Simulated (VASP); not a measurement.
# GaSb in VASP: further runs, part 2 of 2

VASP 6.6.1.

### 4 Single point, PBE (epitaxial xy strain -2.5%)

INCAR reads:

```
ALGO = Normal ; EDIFF = 1E-7
ENCUT = 520 ; GGA = PE
ISIF = 2 ; ISMEAR = -1
LASPH = True ; LCHARG = False
LREAL = False ; LWAVE = False
NBANDS = 16 ; NELM = 80
PREC = Accurate ; SIGMA = 0.02
```

KPOINTS reads:

```
k-points
0
Gamma
  8 8 8
```

POSCAR reads:

```
GaSb
1.0
    0.0000000000      2.9892318294      3.1295474612
    2.9892318294      0.0000000000      3.1295474612
    2.9892318294      2.9892318294      0.0000000000
Ga Sb
1 1
Direct
    0.0000000000      0.0000000000      0.0000000000
    0.2500000000      0.2500000000      0.2500000000
```

Potentials or basis: VASP PAW PBE potentials, release 64 (Ga_d, Sb).

Command:

```
> cat potpaw_PBE.64/Ga_d/POTCAR potpaw_PBE.64/Sb/POTCAR > POTCAR
> mpirun -np 1 vasp_std > vasp.out
```

OUTCAR:

```text
EDIFF = 1E-7
   ENCUT = 520
   GGA = PE
   ISIF = 2
   ISMEAR = -1
   LASPH = True
   LREAL = False
   NELM = 80
   PREC = Accurate

 ion  position               nearest neighbor table
   1  0.000  0.000  0.000-   2 2.63   2 2.63   2 2.63   2 2.63
   2  0.250  0.250  0.250-   1 2.63   1 2.63   1 2.63   1 2.63

  LATTYP: Found a body centered tetragonal cell.
 ALAT       =     4.2274121942
 C/A-ratio  =     1.4805972625

  Lattice vectors:

 A1 = (  -2.9892318294,   0.0000000000,   3.1295474612)
 A2 = (   2.9892318294,   0.0000000000,   3.1295474612)
 A3 = (   0.0000000000,   2.9892318294,  -3.1295474612)

Analysis of symmetry for initial positions (statically):
=====================================================================
 Subroutine PRICEL returns:
 Original cell was already a primitive cell.

 Routine SETGRP: Setting up the symmetry group for a
 body centered tetragonal supercell.

 Subroutine GETGRP returns: Found  8 space group operations
 (whereof  8 operations were pure point group operations)
 out of a pool of 16 trial point group operations.

The static configuration has the point symmetry D_2d.

Analysis of symmetry for dynamics (positions and initial velocities):
=====================================================================
 Subroutine PRICEL returns:
 Original cell was already a primitive cell.

 Routine SETGRP: Setting up the symmetry group for a
 body centered tetragonal supercell.

 Subroutine GETGRP returns: Found  8 space group operations
 (whereof  8 operations were pure point group operations)
 out of a pool of 16 trial point group operations.

The dynamic configuration has the point symmetry D_2d.

 Subroutine INISYM returns: Found  8 space group operations
 (whereof  8 operations are pure point group operations),
 and found     1 'primitive' translations

[... 111 lines left out ...]
   IALGO  =     38    algorithm
   IMIX   =      4    mixing-type and parameters
     AMIX     =   0.40;   BMIX     =  1.00
     AMIX_MAG =   1.60;   BMIX_MAG =  1.00
  volume/ion in A,a.u.               =      27.96       188.71
  Fermi-wavevector in a.u.,A,eV,Ry     =   1.121903  2.120090 17.125204  1.258667
  Thomas-Fermi vector in A             =   2.258560
   LORBIT       =      0    0 simple, 1 ext, 2 COOP (PROOUT), +10 PAW based schemes
   GGA     = PE    functional components
   LHFCALC =     F    Hartree Fock is set to
   AEXX    =    0.0000 exact exchange contribution
   IVDW    =     0    specifies the selected vdW correction
   LEPSILON=     F    determine dielectric tensor
   LRPA    =     F    only Hartree local field effects (RPA)
 non-spin polarized calculation
  energy-cutoff  :      520.00
  volume of cell :       55.93
 maximum number of plane-waves:      1518
   NGX = 17   NGY = 17   NGZ = 15

 number of electron      17.9999994 magnetization

 Free energy of the ion-electron system (eV)
  ---------------------------------------------------
  ext. energy  EPLUGINS =         0.00000000
  ---------------------------------------------------
  free energy    TOTEN  =        -7.30941444 eV

  energy without entropy =       -7.30934591  energy(sigma->0) =       -7.30938017

 E-fermi :   5.2624     XC(G=0):  -9.1930

 val. band max:        5.2094010805   @ k =   0.0000   0.0000   0.0000
 cond. band min:       5.3000266694   @ k =   0.0000   0.0000   0.0000
 fundamental gap:      0.0906255889
 Fermi energy:         5.2623785874

 k-point     1 :       0.0000    0.0000    0.0000
  band No.  band energies     occupation
      1      -9.9757      2.00000
      2      -9.9696      2.00000
      3      -9.9696      2.00000
      4      -9.9209      2.00000
      5      -9.9165      2.00000
      6      -6.5241      2.00000
[... 433 lines left out ...]
      3      -9.9587      2.00000
      4      -9.9242      2.00000
      5      -9.9150      2.00000
      6      -5.3058      2.00000
[... 8 lines left out ...]
     15      13.7355      0.00000
     16      14.4941      0.00000

 [... further k-points ...]

------------------------ aborting loop because EDIFF is reached ----------------------------------------

  FORCE on cell =-STRESS in cart. coord.  units (eV):
  Direction    XX          YY          ZZ          XY          YZ          ZX
  --------------------------------------------------------------------------------------
  -------------------------------------------------------------------------------------
  Total        1.5589704      1.5589704      0.7965479      0.0000000      0.0000000      0.0000000
  in kB       44.6598976     44.6598976     22.8187440      0.0000000      0.0000000      0.0000000
  external PRESSURE =      37.3795131 kB  Pullay stress =       0.0000000 kB

 VOLUME and BASIS-vectors are now :
 -----------------------------------------------------------------------------
  energy-cutoff  :      520.00
  volume of cell :       55.93
      direct lattice vectors                 reciprocal lattice vectors
     0.000000000  2.989231829  3.129547461    -0.167267053  0.167267053  0.159767508
     2.989231829  0.000000000  3.129547461     0.167267053 -0.167267053  0.159767508
     2.989231829  2.989231829  0.000000000     0.167267053  0.167267053 -0.159767508

 POSITION                                       TOTAL-FORCE (eV/Angst)
 -----------------------------------------------------------------------------------
      0.00000      0.00000      0.00000         0.000000      0.000000     -0.000000
      1.49462      1.49462      1.56477        -0.000000     -0.000000      0.000000
 -----------------------------------------------------------------------------------
    total drift:                                0.000001      0.000001      0.000003

  FREE ENERGIE OF THE ION-ELECTRON SYSTEM (eV)
  ---------------------------------------------------
  free  energy   TOTEN  =        -7.3094144371 eV

  energy  without entropy=       -7.3093459097  energy(sigma->0) =       -7.30938017
```

It took 43 s on 1 thread of Intel Xeon 6975P-C (Granite Rapids), shared host; peak memory 0.2 GiB.

What came out:

```yaml
Free_energy: -7.3094 eV
Pressure: 3.7 GPa
Band_gap_on_the_k_mesh: 0.09 eV
```

Caveat: the cell differs from its parent crystal (epitaxial xy strain -2.5%); the cell stands under pressure; spin-orbit coupling is left out, which moves the levels of the heavy elements. A k mesh can miss the band edges.

### 5 Summary

| level | cell | gap on the mesh (eV) | pressure (GPa) |
| --- | --- | --- | --- |
| r2SCAN | a = 4.314 Å, angles 60.0°, 2 atoms | 0.51 | 0.9 |
| r2SCAN | a = 4.336 Å, angles 60.0°, 2 atoms | 0.40 | 0.1 |
| PBE | a = 4.328, b = 4.328, c = 4.227 Å, angles 60.8, 60.8, 58.5°, 2 atoms | 0.09 | 3.7 |

Alike in all rows: task single point; potentials or basis VASP PAW PBE potentials, release 64 (Ga_d, Sb); no spin polarisation; k mesh 8 × 8 × 8; cutoff (eV) 520; smearing fermi-dirac 0.02 eV.

Caveats: spin-orbit coupling is left out, which moves the levels of the heavy elements; the PAW data sets were made with another functional, which shifts forces and pressure a little (at least some runs); the cell stands under pressure (at least some runs).

Absolute energies hang on the potentials; compare differences alone.
